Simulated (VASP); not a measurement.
Wanted: the native input for a VASP 6.6.1 run.

```
Task                   : single point
Functional             : PBE
Potentials or basis    : VASP PAW PBE potentials, release 64 (Hf_pv, Al, N)
Cutoff                 : 520 eV
k mesh                 : 4 × 4 × 4
Occupations            : gaussian, width 0.1 eV
Spin                   : no spin polarisation
Dipole correction      : no
Further INCAR settings : ALGO = Normal; EDIFF = 1e-06; NBANDS = 36
```

The structure of Hf3AlN4 lies in POSCAR:

```
Hf3AlN4
1.0
    4.8724416100      0.0000000000      0.0000000000
    0.0000000000      4.8724416100      0.0000000000
    0.0000000000      0.0000000000      4.8724416100
Hf Al N
3 1 4
Direct
    0.5000000000      0.0000000000      0.5000000000
    0.0000000000      0.5000000000      0.5000000000
    0.5000000000      0.5000000000      0.0000000000
    0.0000000000      0.0000000000      0.0000000000
    0.5000000000      0.5000000000      0.5000000000
    0.0000000000      0.5000000000      0.0000000000
    0.5000000000      0.0000000000      0.0000000000
    0.0000000000      0.0000000000      0.5000000000
```

One way to write it, as run:

INCAR

```
PREC = Accurate
ENCUT = 520
EDIFF = 1E-6
ISMEAR = 0
SIGMA = 0.1
LREAL = False
LASPH = True
NELM = 100
ALGO = Normal
ISIF = 2
LWAVE = False
LCHARG = False
GGA = PE
NBANDS = 36
```

KPOINTS

```
regular mesh
0
Gamma
  4 4 4
```

Potentials or basis: VASP PAW PBE potentials, release 64 (Hf_pv, Al, N).

Launch:

```sh
$ cat potpaw_PBE.64/Hf_pv/POTCAR potpaw_PBE.64/Al/POTCAR potpaw_PBE.64/N/POTCAR > POTCAR
$ mpirun -np 1 vasp_std > vasp.out
```

Results of the run:

```
Pressure               : -35.4 GPa
Band gap on the k mesh : zero (an odd number of electrons rules out a gap without spin polarisation)
```

Caveat: the cell stands under tension; spin-orbit coupling is left out, which moves the levels of the heavy elements.

Run time: 43 s on 1 thread of Intel Xeon 8259CL (shared host), peak memory 0.22 GiB.
